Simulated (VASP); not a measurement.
# Rh (Fd-3m) in VASP: further runs

Runs on Rh. Level: PBE. Tasks: single point.

Program: VASP 6.6.1. These are calculated values, not measurements. Logs are shortened: lines on timing, memory, paths and dates and some standing lists are left out, and cuts for length are marked.

## (1) The cell of the first run

Symmetry: Fd-3m, No. 227, cubic system. The conventional cell has a = 5.283 Å, b = 5.283 Å, c = 5.283 Å, α = 90.00°, β = 90.00°, γ = 90.00°. Rh (site symmetry -43m) has 4 Rh at 2.29 Å within 3.0 Å.

## (2) Single point, PBE (volume scaled by 0.88)

The input, INCAR:

```
PREC = Accurate
ENCUT = 500
EDIFF = 1E-6
ISMEAR = -1
SIGMA = 0.05
LREAL = F
LASPH = T
NELM = 120
ALGO = Normal
ISIF = 2
LWAVE = F
LCHARG = F
GGA = PE
NBANDS = 22
GGA_COMPAT = F
```

The input, KPOINTS:

```
Automatic mesh
0
Gamma
  13 13 13
```

The input, POSCAR:

```
Rh
1.0
    0.0000000000      2.6412646104      2.6412646104
    2.6412646104      0.0000000000      2.6412646104
    2.6412646104      2.6412646104      0.0000000000
Rh
2
Direct
   -0.1250000000     -0.1250000000     -0.1250000000
    0.1250000000      0.1250000000      0.1250000000
```

Potentials or basis: VASP PAW PBE potentials, release 64 (Rh_pv).

Launch:

```console
> cat potpaw_PBE.64/Rh_pv/POTCAR > POTCAR
> mpirun -np 1 vasp_std > vasp.out
```

OUTCAR:

```text
PREC = Accurate
   ENCUT = 500
   EDIFF = 1E-6
   ISMEAR = -1
   LREAL = F
   LASPH = T
   NELM = 120
   ISIF = 2
   GGA = PE

 ion  position               nearest neighbor table
   1  0.875  0.875  0.875-   2 2.29   2 2.29   2 2.29   2 2.29
   2  0.125  0.125  0.125-   1 2.29   1 2.29   1 2.29   1 2.29

  LATTYP: Found a face centered cubic cell.
 ALAT       =     5.2825292208

  Lattice vectors:

 A1 = (   0.0000000000,   2.6412646104,   2.6412646104)
 A2 = (   2.6412646104,   0.0000000000,   2.6412646104)
 A3 = (   2.6412646104,   2.6412646104,   0.0000000000)

Analysis of symmetry for initial positions (statically):
=====================================================================
 Subroutine PRICEL returns:
 Original cell was already a primitive cell.

 Routine SETGRP: Setting up the symmetry group for a
 face centered cubic supercell.

 Subroutine GETGRP returns: Found 48 space group operations
 (whereof 12 operations were pure point group operations)
 out of a pool of 48 trial point group operations.

The static configuration has the point symmetry D_3d.
 The point group associated with its full space group is O_h .

Analysis of symmetry for dynamics (positions and initial velocities):
=====================================================================
 Subroutine PRICEL returns:
 Original cell was already a primitive cell.

 Routine SETGRP: Setting up the symmetry group for a
 face centered cubic supercell.

 Subroutine GETGRP returns: Found 48 space group operations
 (whereof 12 operations were pure point group operations)
 out of a pool of 48 trial point group operations.

The dynamic configuration has the point symmetry D_3d.
 The point group associated with its full space group is O_h .

 Subroutine INISYM returns: Found 48 space group operations
 (whereof 12 operations are pure point group operations),
 and found     1 'primitive' translations

----------------------------------------------------------------------------------------

                                     Primitive cell

  volume of cell :      36.8524

  direct lattice vectors                    reciprocal lattice vectors
     0.000000000  2.641264610  2.641264610    -0.189303260  0.189303260  0.189303260
     2.641264610  0.000000000  2.641264610     0.189303260 -0.189303260  0.189303260
     2.641264610  2.641264610  0.000000000     0.189303260  0.189303260 -0.189303260

  length of vectors
     3.735312234  3.735312234  3.735312234     0.327882864  0.327882864  0.327882864

  position of ions in fractional coordinates (direct lattice)
     0.875000000  0.875000000  0.875000000
     0.125000000  0.125000000  0.125000000

  ion indices of the primitive-cell ions
   primitive index   ion index
                 1           1
                 2           2

----------------------------------------------------------------------------------------

 KPOINTS: Automatic mesh

Automatic generation of k-mesh.
 Grid dimensions read from file:
 generate k-points for:   13   13   13

 Generating k-lattice:

  Cartesian coordinates                     Fractional coordinates (reciprocal lattice)
    -0.014561789  0.014561789  0.014561789     0.076923077  0.000000000  0.000000000
     0.014561789 -0.014561789  0.014561789     0.000000000  0.076923077  0.000000000
     0.014561789  0.014561789 -0.014561789     0.000000000  0.000000000  0.076923077

  Length of vectors
     0.025221759  0.025221759  0.025221759

  Shift w.r.t. Gamma in fractional coordinates (k-lattice)
     0.000000000  0.000000000  0.000000000

 Subroutine IBZKPT returns following result:
 ===========================================

 Found     84 irreducible k-points:

 Following reciprocal coordinates:
            Coordinates               Weight
  0.000000  0.000000  0.000000      1.000000
  0.076923  0.000000  0.000000      8.000000
  0.153846  0.000000  0.000000      8.000000
  0.230769  0.000000  0.000000      8.000000
  0.307692  0.000000  0.000000      8.000000
  0.384615  0.000000  0.000000      8.000000
[... 16 lines left out ...]
  0.384615  0.153846  0.000000     24.000000
  0.461538  0.153846  0.000000     24.000000
 [... further k-points ...]
   k-points           NKPTS =     84   k-points in BZ     NKDIM =     84   number of bands    NBANDS=     22
   number of dos      NEDOS =    301   number of ions     NIONS =      2
   total plane-waves  NPLWV =  21952
   dimension x,y,z NGX =    28 NGY =   28 NGZ =   28
   dimension x,y,z NGXF=    56 NGYF=   56 NGZF=   56
   ions per type =               2
   NGX,Y,Z   is equivalent  to a cutoff of  12.46, 12.46, 12.46 a.u.
   NGXF,Y,Z  is equivalent  to a cutoff of  24.92, 24.92, 24.92 a.u.
 SYSTEM =  unknown system
   PREC   = accura    normal or accurate (medium, high low for compatibility)
   ISTART =      0    job   : 0-new  1-cont  2-samecut
   ICHARG =      2    charge: 1-file 2-atom 10-const
   ISPIN  =      1    spin polarized calculation?
   LNONCOLLINEAR =      F non collinear calculations
   LSORBIT =      F    spin-orbit coupling
   LASPH  =      T    aspherical Exc in radial PAW
   ENCUT  =  500.0 eV  36.75 Ry    6.06 a.u.   6.81  6.81  6.81*2*pi/ulx,y,z
   NELM   =    120;   NELMIN=  2; NELMDL= -5     # of ELM steps
   EDIFF  = 0.1E-05   stopping-criterion for ELM
   LREAL  =      F    real-space projection
   EDIFFG = 0.1E-04   stopping-criterion for IOM
   NSW    =      0    number of steps for IOM
   IBRION =     -1    ionic relax: 0-MD 1-quasi-New 2-CG
   NFREE  =      0    steps in history (QN), initial steepest desc. (CG)
   ISIF   =      2    stress and relaxation
   ISYM   =      2    0-nonsym 1-usesym 2-fastsym
   POTIM  = 0.5000    time-step for ionic-motion
   TEBEG  =    0.0;   TEEND  =   0.0 temperature during run
   PSTRESS=    0.0 pullay stress
   NELECT =      30.0000    total number of electrons
   NUPDOWN=      -1.0000    fix difference up-down
   EMIN   =  10.00;   EMAX   =-10.00  energy-range for DOS
   EFERMI =   0.00;   METHOD = LEGACY
   ISMEAR =    -1;   SIGMA  =   0.05  broadening in eV -4-tet -1-fermi 0-gaus
   EFERMI_NEDOS =   21; number of points for ismear=-14 and -15
   IALGO  =     38    algorithm
   IMIX   =      4    mixing-type and parameters
     AMIX     =   0.40;   BMIX     =  1.00
     AMIX_MAG =   1.60;   BMIX_MAG =  1.00
  volume/ion in A,a.u.               =      18.43       124.35
  Fermi-wavevector in a.u.,A,eV,Ry     =   1.528598  2.888632 31.791542  2.336612
  Thomas-Fermi vector in A             =   2.636335
   LORBIT       =      0    0 simple, 1 ext, 2 COOP (PROOUT), +10 PAW based schemes
   GGA     = PE    functional components
   LHFCALC =     F    Hartree Fock is set to
   AEXX    =    0.0000 exact exchange contribution
   IVDW    =     0    specifies the selected vdW correction
   LEPSILON=     F    determine dielectric tensor
   LRPA    =     F    only Hartree local field effects (RPA)
 non-spin polarized calculation
  energy-cutoff  :      500.00
  volume of cell :       36.85
 maximum number of plane-waves:       950
   NGX = 13   NGY = 13   NGZ = 13

 number of electron      30.0000012 magnetization

 Free energy of the ion-electron system (eV)
  ---------------------------------------------------
  ext. energy  EPLUGINS =         0.00000000
  ---------------------------------------------------
  free energy    TOTEN  =       -11.98889056 eV

  energy without entropy =      -11.96552990  energy(sigma->0) =      -11.97721023

 E-fermi :   8.0904     XC(G=0): -11.8437

 val. band max:        8.0874196671   @ k =   0.4615   0.3077   0.0000
 cond. band min:       8.1030264467   @ k =  -0.3077   0.2308   0.0769
 fundamental gap:      0.0156067795
 Fermi energy:         8.0903737094

 k-point     1 :       0.0000    0.0000    0.0000
  band No.  band energies     occupation
      1     -39.5478      2.00000
      2     -39.5478      2.00000
      3     -39.5478      2.00000
      4     -38.6715      2.00000
      5     -38.6715      2.00000
      6     -38.6715      2.00000
[... 14 lines left out ...]
     21      21.3560      0.00000
     22      21.8175      0.00000

 k-point     2 :       0.0769    0.0000    0.0000
  band No.  band energies     occupation
      1     -39.5537      2.00000
      2     -39.5537      2.00000
      3     -39.5465      2.00000
      4     -38.6732      2.00000
      5     -38.6652      2.00000
      6     -38.6652      2.00000
[... 14 lines left out ...]
     21      21.1247      0.00000
     22      22.1871      0.00000

 k-point     3 :       0.1538    0.0000    0.0000
  band No.  band energies     occupation
      1     -39.5699      2.00000
      2     -39.5699      2.00000
      3     -39.5431      2.00000
      4     -38.6781      2.00000
      5     -38.6483      2.00000
      6     -38.6483      2.00000
[... 14 lines left out ...]
     21      20.5525      0.00000
     22      22.6183      0.00000

 k-point     4 :       0.2308    0.0000    0.0000
  band No.  band energies     occupation
      1     -39.5916      2.00000
      2     -39.5916      2.00000
      3     -39.5385      2.00000
      4     -38.6846      2.00000
      5     -38.6254      2.00000
      6     -38.6254      2.00000
[... 14 lines left out ...]
     21      19.8597      0.00000
     22      22.5638      0.00000

 k-point     5 :       0.3077    0.0000    0.0000
  band No.  band energies     occupation
      1     -39.6137      2.00000
      2     -39.6137      2.00000
      3     -39.5339      2.00000
      4     -38.6913      2.00000
      5     -38.6022      2.00000
      6     -38.6022      2.00000
[... 14 lines left out ...]
     21      19.2138      0.00000
     22      22.5164      0.00000

 k-point     6 :       0.3846    0.0000    0.0000
  band No.  band energies     occupation
      1     -39.6312      2.00000
      2     -39.6312      2.00000
      3     -39.5303      2.00000
      4     -38.6965      2.00000
      5     -38.5838      2.00000
      6     -38.5838      2.00000
[... 14 lines left out ...]
     21      18.7311      0.00000
     22      22.4779      0.00000

 k-point     7 :       0.4615    0.0000    0.0000
  band No.  band energies     occupation
      1     -39.6408      2.00000
      2     -39.6408      2.00000
      3     -39.5284      2.00000
      4     -38.6994      2.00000
      5     -38.5736      2.00000
      6     -38.5736      2.00000
[... 324 lines left out ...]
      6     -38.6220      2.00000
[... 14 lines left out ...]
     21      20.8085      0.00000
     22      20.8949      0.00000

 k-point    21 :       0.2308    0.1538    0.0000
  band No.  band energies     occupation
      1     -39.6180      2.00000
      2     -39.6174      2.00000
      3     -39.4763      2.00000
      4     -38.7485      2.00000
      5     -38.5987      2.00000
      6     -38.5985      2.00000
[... 14 lines left out ...]
     21      19.8945      0.00000
     22      21.0662      0.00000

 k-point    22 :       0.3077    0.1538    0.0000
  band No.  band energies     occupation
      1     -39.6443      2.00000
      2     -39.6390      2.00000
      3     -39.4552      2.00000
      4     -38.7705      2.00000
      5     -38.5759      2.00000
      6     -38.5721      2.00000
[... 14 lines left out ...]
     21      19.3041      0.00000
     22      21.9207      0.00000

 k-point    23 :       0.3846    0.1538    0.0000
  band No.  band energies     occupation
      1     -39.6708      2.00000
      2     -39.6555      2.00000
      3     -39.4368      2.00000
      4     -38.7892      2.00000
      5     -38.5584      2.00000
      6     -38.5460      2.00000
[... 14 lines left out ...]
     21      19.0338      0.00000
     22      22.9991      0.00000

 k-point    24 :       0.4615    0.1538    0.0000
  band No.  band energies     occupation
      1     -39.6925      2.00000
      2     -39.6636      2.00000
      3     -39.4244      2.00000
      4     -38.8015      2.00000
      5     -38.5498      2.00000
      6     -38.5247      2.00000
[... 14 lines left out ...]
     21      18.9298      0.00000
     22      23.6240      0.00000

 [... further k-points ...]
[... 5 lines left out ...]
  --------------------------------------------------------------------------------------
  -------------------------------------------------------------------------------------
  Total        5.3346342      5.3346342      5.3346342      0.0000000      0.0000000      0.0000000
  in kB      231.9260292    231.9260292    231.9260292      0.0000000      0.0000000      0.0000000
  external PRESSURE =     231.9260292 kB  Pullay stress =       0.0000000 kB

 VOLUME and BASIS-vectors are now :
 -----------------------------------------------------------------------------
  energy-cutoff  :      500.00
  volume of cell :       36.85
      direct lattice vectors                 reciprocal lattice vectors
     0.000000000  2.641264610  2.641264610    -0.189303260  0.189303260  0.189303260
     2.641264610  0.000000000  2.641264610     0.189303260 -0.189303260  0.189303260
     2.641264610  2.641264610  0.000000000     0.189303260  0.189303260 -0.189303260

 POSITION                                       TOTAL-FORCE (eV/Angst)
 -----------------------------------------------------------------------------------
      4.62221      4.62221      4.62221         0.000000      0.000000     -0.000000
      0.66032      0.66032      0.66032        -0.000000     -0.000000      0.000000
 -----------------------------------------------------------------------------------
    total drift:                                0.000000     -0.000000     -0.000000

  FREE ENERGIE OF THE ION-ELECTRON SYSTEM (eV)
  ---------------------------------------------------
  free  energy   TOTEN  =       -11.9888905551 eV

  energy  without entropy=      -11.9655299042  energy(sigma->0) =      -11.97721023
```

It took 33 s on 1 thread of AMD EPYC 9R45 (Zen 5), shared host; peak memory 0.16 GiB.

Results:

```yaml
Free_energy: -11.9889 eV
Pressure: 23.2 GPa
Band_gap_on_the_k_mesh: zero (band 15 reaches 8.84 eV, above the bottom of band 16 at 7.46 eV)
```

Levels at points of the mesh, in eV from the Fermi level:
```csv
k point,band 13,band 14,band 15,band 16,band 17,band 18
"(0.00, 0.00, 0.00)",-1.69,-1.69,-1.69,0.50,0.50,12.90
```

Caveat: the cell differs from its parent crystal (volume scaled by 0.88).

## (3) Single point, PBE (volume scaled by 0.88)

The input, INCAR:

```
SYSTEM = Rh
  PREC = Accurate
  ENCUT = 500
  EDIFF = 1E-6
  ISMEAR = -1
  SIGMA = 0.05
  LREAL = .FALSE.
  LASPH = .TRUE.
  NELM = 120
  ALGO = Normal
  ISIF = 2
  LWAVE = .FALSE.
  LCHARG = .FALSE.
  GGA = PE
  NBANDS = 22
  GGA_COMPAT = .FALSE.
```

The input, KPOINTS:

```
regular mesh
0
G
  13 13 13
  0 0 0
```

POSCAR is that of step 2.

Potentials or basis: VASP PAW PBE potentials, release 64 (Rh_pv).

Launch:

```console
> cat potpaw_PBE.64/Rh_pv/POTCAR > POTCAR
> mpirun -np 1 vasp_std > vasp.out
```

Wall time 35 s (1 thread of AMD EPYC 9R45 (Zen 5), shared host); peak memory 0.16 GiB.

It converged, with:

| Quantity | Value |
| --- | --- |
| Free energy | -11.9889 eV |
| Pressure | 23.2 GPa |
| Band gap on the k mesh | zero (band 15 reaches 8.84 eV, above the bottom of band 16 at 7.46 eV) |

Levels at points of the mesh, in eV from the Fermi level:
| k point | band 12 | band 13 | band 14 | band 15 | band 16 | band 17 | band 18 | band 19 |
| --- | --- | --- | --- | --- | --- | --- | --- | --- |
| (0.00, 0.00, 0.00) | -4.54 | -1.69 | -1.69 | -1.69 | 0.50 | 0.50 | 12.90 | 13.27 |

Caveat: the cell differs from its parent crystal (volume scaled by 0.88).

## (4) Single point, PBE

This run uses another cell than the first one, of 20.94 Å³/atom, 1.136 times its volume.

The input, INCAR:

```
  PREC = Accurate
  ENCUT = 500
  EDIFF = 1E-6
  ISMEAR = -1
  SIGMA = 0.05
  LREAL = False
  LASPH = True
  NELM = 120
  ALGO = Normal
  ISIF = 2
  LWAVE = False
  LCHARG = False
  GGA = PE
  NBANDS = 22
  GGA_COMPAT = False
```

The input, KPOINTS:

```
Automatic mesh
0
Gamma
  13 13 13
```

The input, POSCAR:

```
Rh
1.0
    0.0000000000      2.7562441711      2.7562441711
    2.7562441711      0.0000000000      2.7562441711
    2.7562441711      2.7562441711      0.0000000000
Rh
2
Direct
   -0.1250000000     -0.1250000000     -0.1250000000
    0.1250000000      0.1250000000      0.1250000000
```

Launch:

```console
> cat potpaw_PBE.64/Rh_pv/POTCAR > POTCAR
> mpirun -np 1 vasp_std > vasp.out
```

It took 21 s on 1 thread of AMD EPYC 9R45 (Zen 5), shared host; peak memory 0.16 GiB.

Results (log left out):

```
Free energy            : -12.3130 eV
Pressure               : 0.2 GPa
Band gap on the k mesh : zero (band 15 reaches 6.96 eV, above the bottom of band 16 at 5.83 eV)
```

Levels at points of the mesh, in eV from the Fermi level:
```tsv
k point	band 11	band 12	band 13	band 14	band 15	band 16	band 17	band 18	band 19	band 20
(0.00, 0.00, 0.00)	-3.89	-3.89	-1.43	-1.43	-1.43	0.35	0.35	12.51	12.70	12.70
```

## (5) Single point, PBE

This run uses another cell than the first one, of 20.94 Å³/atom, 1.136 times its volume.

The input, INCAR:

```
SYSTEM = Rh
ALGO = Normal ; EDIFF = 1E-6
ENCUT = 500 ; GGA = PE
GGA_COMPAT = .FALSE. ; ISIF = 2
ISMEAR = -1 ; LASPH = .TRUE.
LCHARG = .FALSE. ; LREAL = .FALSE.
LWAVE = .FALSE. ; NBANDS = 22
NELM = 120 ; PREC = Accurate
SIGMA = 0.05
```

The input, KPOINTS:

```
k-points
0
G
  13 13 13
  0 0 0
```

The input, POSCAR:

```
Rh
1.0
    0.0000000000      2.7562441710      2.7562441710
    2.7562441710      0.0000000000      2.7562441710
    2.7562441710      2.7562441710      0.0000000000
Rh
2
Direct
   -0.1250000000     -0.1250000000     -0.1250000000
    0.1250000000      0.1250000000      0.1250000000
```

Launch:

```console
> cat potpaw_PBE.64/Rh_pv/POTCAR > POTCAR
> mpirun -np 1 vasp_std > vasp.out
```

It took 21 s on 1 thread of AMD EPYC 9R45 (Zen 5), shared host; peak memory 0.16 GiB.

The run converged. Its results:

```
Free energy            : -12.3130 eV
Pressure               : 0.2 GPa
Band gap on the k mesh : zero (band 15 reaches 6.96 eV, above the bottom of band 16 at 5.83 eV)
```

Levels at points of the mesh, in eV from the Fermi level:
| k point | band 12 | band 13 | band 14 | band 15 | band 16 | band 17 | band 18 | band 19 |
| --- | --- | --- | --- | --- | --- | --- | --- | --- |
| (0.00, 0.00, 0.00) | -3.89 | -1.43 | -1.43 | -1.43 | 0.35 | 0.35 | 12.51 | 12.70 |

## (6) Single point, PBE

This run uses another cell than the first one, of 20.94 Å³/atom, 1.136 times its volume.

The input, INCAR:

```
ALGO = Normal ; EDIFF = 1E-6
ENCUT = 500 ; GGA = PE
GGA_COMPAT = F ; ISIF = 2
ISMEAR = -1 ; LASPH = T
LCHARG = T ; LELF = T
LREAL = F ; LVHAR = T
LWAVE = F ; NBANDS = 22
NELM = 120 ; PREC = Accurate
SIGMA = 0.05
```

The input, KPOINTS:

```
k-points
0
Gamma
  13 13 13
```

POSCAR is that of step 5.

Potentials or basis: VASP PAW PBE potentials, release 64 (Rh_pv).

Launch:

```console
> cat potpaw_PBE.64/Rh_pv/POTCAR > POTCAR
> mpirun -np 1 vasp_std > vasp.out
```

It took 23 s on 1 thread of AMD EPYC 9R45 (Zen 5), shared host; peak memory 0.16 GiB.

Results (log left out):

```
Free energy            : -12.3130 eV
Pressure               : 0.2 GPa
Band gap on the k mesh : zero (band 15 reaches 6.96 eV, above the bottom of band 16 at 5.83 eV)
```

Levels at points of the mesh, in eV from the Fermi level:
```csv
k point,band 13,band 14,band 15,band 16,band 17,band 18
"(0.00, 0.00, 0.00)",-1.43,-1.43,-1.43,0.35,0.35,12.51
```
